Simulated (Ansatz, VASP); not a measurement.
## Two plane-wave programs on AlN

```
Al N
1.0
     4.36980    0.00000    0.00000
     0.00000    2.18490   -2.18490
     0.00000    7.61536    7.61536
Al N
6 6
Direct
  0.00000 0.00000 0.21517
  0.50000 0.50000 0.35862
  0.00000 0.00000 0.50207
  0.50000 0.50000 0.64553
  0.00000 0.00000 0.78898
  0.50000 0.50000 0.07171
  0.75000 0.00000 0.35862
  0.25000 0.50000 0.50207
  0.75000 0.00000 0.64553
  0.25000 0.50000 0.78898
  0.75000 0.00000 0.07171
  0.25000 0.50000 0.21517
```

Alike in both runs: task single point; functional r2SCAN; k mesh 5 × 7 × 3; occupations gaussian, width 0.05 eV; no spin polarisation.

|  | VASP | Ansatz |
| --- | --- | --- |
| version | VASP 6.6.1 | Ansatz 0.2.0 |
| potentials or method | VASP PAW PBE potentials, release 64 (Al, N), cutoff 520 eV | scalar-relativistic, plane waves, PAW |
| valence electrons in the cell | 48 | 48 |

|  | VASP | Ansatz | Ansatz less VASP |
| --- | --- | --- | --- |
| gap on the k mesh at the Fermi level (eV) | 2.40 | 2.40 | 0.000 |
| least direct gap on the mesh (eV) | 2.52 | 2.52 | -0.002 |
| pressure (GPa) | -6.3 | -6.1 | +0.28 |
| traceless stress, the component that is largest in VASP (GPa) | -3.36 | -3.30 | +0.054 |
| rms of the force components (eV/Å) | 0.732 | 0.731 | -0.0009 |

VASP's potentials were made for PBE, not for r2SCAN. Atom by atom the forces differ by 0.004 eV/Å (rms over components).
